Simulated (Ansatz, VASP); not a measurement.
## Two plane-wave programs on Hg

Contents of POSCAR:

```
Hg
1.0
    3.3763482222      0.0000000000      0.0000000000
   -1.6881741111      2.9240033324      0.0000000000
    0.0000000000      0.0000000000      5.3986021457
Hg
2
Direct
    0.3333333333      0.6666666667      0.2500000000
    0.6666666667      0.3333333333      0.7500000000
```

File INCAR.step1:

```
  ALGO = Normal
  EDIFF = 1E-4
  ENCUT = 520
  GGA = PE
  ISMEAR = -1
  LASPH = T
  LCHARG = F
  LREAL = F
  LWAVE = T
  NBANDS = 19
  NELM = 100
  PREC = Accurate
  SIGMA = 0.1
```

The input INCAR.step2:

```
  ALGO = Normal
  EDIFF = 1E-6
  ENCUT = 520
  ISIF = 2
  ISMEAR = -1
  ISTART = 1
  LASPH = T
  LCHARG = F
  LMIXTAU = T
  LREAL = F
  LWAVE = F
  METAGGA = R2SCAN
  NBANDS = 19
  NELM = 100
  PREC = Accurate
  SIGMA = 0.1
```

The input KPOINTS:

```
k-points
0
Gamma
  12 12 7
```

Input for Ansatz:

```yaml
crystal:
  lattice:
    - [3.3763482222, 0.0, 0.0]
    - [-1.6881741111, 2.9240033324, 0.0]
    - [0.0, 0.0, 5.3986021457]
  atoms:
    - { symbol: Hg, position: [0.3333333333, 0.6666666667, 0.25] }
    - { symbol: Hg, position: [0.6666666667, 0.3333333333, 0.75] }
hamiltonian:
  xc: r2scan
  pseudopotentials:
    kind: paw
    azcp:
      Hg: "pseudopotentials/Hg.paw.azcp"
basis:
  ecutwfc: 500
  fft_grid_basis: typed
kpoints:
  mp_grid: { grid: [12, 12, 7], shift: [0, 0, 0] }
magnetization:
  spin_polarized: false
scf:
  occupations: { method: fermi_dirac, width: 0.1 }
  lower_state_search: "off"
output:
  stress: true
```

Alike in both runs: task single point; functional r2SCAN; k mesh 12 × 12 × 7; occupations fermi-dirac, width 0.1 eV; no spin polarisation.

|  | VASP | Ansatz |
| --- | --- | --- |
| version | VASP 6.6.1 | Ansatz 0.2.0 |
| potentials or method | VASP PAW PBE potentials, release 64 (Hg), cutoff 520 eV | plane waves (500 eV) with PAW, scalar-relativistic |
| valence electrons in the cell | 24 | 40 |

```tsv
	VASP	Ansatz	Ansatz less VASP
pressure (GPa)	0.9	0.7	-0.23
traceless stress, the component that is largest in VASP (GPa)	-0.05	-0.06	-0.013
```

VASP's potentials were made for PBE, not for r2SCAN. With one functional, cell and mesh, what is left measures potentials, basis and numerics. VASP's potentials hold 24 valence electrons a cell and Ansatz's 40, so a difference there can come from the potentials and not from the codes.

Spin-orbit coupling is off throughout.
